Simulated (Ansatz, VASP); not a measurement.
# One calculation of Si, two programs

File INCAR:

```
SYSTEM = Si
  PREC = Accurate
  ENCUT = 520
  EDIFF = 1E-6
  ISMEAR = 0
  SIGMA = 0.15
  LREAL = .False.
  LASPH = .True.
  NELM = 60
  ALGO = Fast
  ISIF = 2
  LWAVE = .False.
  LCHARG = .True.
  GGA = PE
  LELF = .True.
  LVHAR = .True.
  NBANDS = 26
```

Contents of KPOINTS:

```
Automatic mesh
0
Gamma
  12 12 12
  0 0 0
```

File POSCAR:

```
Si
1.0
    0.0000000000      0.0000000000      4.9938171177
    5.2842308228      0.0000000000      0.0000000000
   -2.6421154115      4.5762781320      0.0000000000
Si
8
Direct
   -0.0229280257      0.0000000000     -0.0229280257
    0.5000000000      0.0000000000      0.0000000000
    0.0000000000      0.0000000000      0.5000000000
    0.5000000000      0.0000000000      0.5000000000
    0.0000000000      0.5000000000      0.0000000000
    0.5000000000      0.5000000000      0.0000000000
    0.0000000000      0.5000000000      0.5000000000
    0.5000000000      0.5000000000      0.5000000000
```

Input for Ansatz:

```yaml
crystal:
  lattice:
    - [0.0, 0.0, 4.9938171177]
    - [5.2842308228, 0.0, 0.0]
    - [-2.6421154115, 4.576278132, 0.0]
  atoms:
    - { symbol: Si, position: [-0.0229280257, 0.0, -0.0229280257] }
    - { symbol: Si, position: [0.5, 0.0, 0.0] }
    - { symbol: Si, position: [0.0, 0.0, 0.5] }
    - { symbol: Si, position: [0.5, 0.0, 0.5] }
    - { symbol: Si, position: [0.0, 0.5, 0.0] }
    - { symbol: Si, position: [0.5, 0.5, 0.0] }
    - { symbol: Si, position: [0.0, 0.5, 0.5] }
    - { symbol: Si, position: [0.5, 0.5, 0.5] }
basis:
  ecutwfc: 420
kpoints:
  mp_grid: { grid: [12, 12, 12] }
hamiltonian:
  xc: pbe
scf:
  occupations: { method: gaussian, width: 0.15 }
output:
  forces: true
  stress: true
  eigenvalues: true
```

Alike in both runs: task single point; functional PBE; k mesh 12 × 12 × 12; occupations gaussian, width 0.15 eV; no spin polarisation.

```csv
,VASP,Ansatz
version,VASP 6.6.1,Ansatz 0.2.0
potentials or method,"VASP PAW PBE potentials, release 64 (Si), cutoff 520 eV","scalar-relativistic, plane waves, PAW"
valence electrons in the cell,32,32
```

Ansatz gave:

* gap on the k mesh at the Fermi level (eV): none
* pressure (GPa): 0.4
* traceless stress, the component that is largest in VASP (GPa): -1.03
* rms of the force components (eV/Å): 0.223

Question: What did VASP give for the same quantities?

Answer: gap on the k mesh at the Fermi level (eV): none; pressure (GPa): 0.4; traceless stress, the component that is largest in VASP (GPa): -1.03; rms of the force components (eV/Å): 0.222.

Atom by atom the forces differ by 0.001 eV/Å (rms over components). A gap of «none» marks a metal or a gap that the smearing closes. With one functional, cell and mesh, what is left measures potentials, basis and numerics.
